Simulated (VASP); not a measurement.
A run of VASP 6.6.1:

INCAR

```
ALGO     = Normal         # electronic algorithm
EDIFF    = 1E-7           # SCF threshold, eV
ENCUT    = 520            # plane-wave cutoff, eV
GGA      = PE             # functional
ISIF     = 2              # what is computed and relaxed
ISMEAR   = 0              # smearing method
LASPH    = True           # aspherical terms in the spheres
LCHARG   = True           # write CHGCAR
LELF     = True           # ELF
LREAL    = False          # projectors in reciprocal space
LVHAR    = True         
LWAVE    = False          # write WAVECAR
NBANDS   = 28             # bands
NELM     = 80             # most SCF steps
PREC     = Accurate       # precision mode
SIGMA    = 0.01           # smearing width, eV
```

KPOINTS

```
k-points
0
Gamma
  5 5 4
```

Contents of POSCAR:

```
SnO
1.0
    3.7986000000      0.0000000000      0.0000000000
    0.0000000000      3.7986000000      0.0000000000
    0.0000000000      0.0000000000      4.8408000000
Sn O
2 2
Direct
    0.5000000000      0.0000000000      0.2369000000
    0.0000000000      0.5000000000      0.7631000000
    0.0000000000      0.0000000000      0.0000000000
    0.5000000000      0.5000000000      0.0000000000
```

Potentials or basis: VASP PAW PBE potentials, release 64 (Sn_d, O).

The run is started by

```bash
$ cat potpaw_PBE.64/Sn_d/POTCAR potpaw_PBE.64/O/POTCAR > POTCAR
$ mpirun -np 1 vasp_std > vasp.out
```

Hardware: 1 thread of Intel(R) Xeon(R) 6975P-C (Granite Rapids) (shared host).

Question: How long does it take, and how much memory?

Answer: Wall time 31 s on 1 thread of Intel(R) Xeon(R) 6975P-C (Granite Rapids), with other jobs on the host, peak memory 0.18 GiB. Counts: scf iterations 17, k points 18.
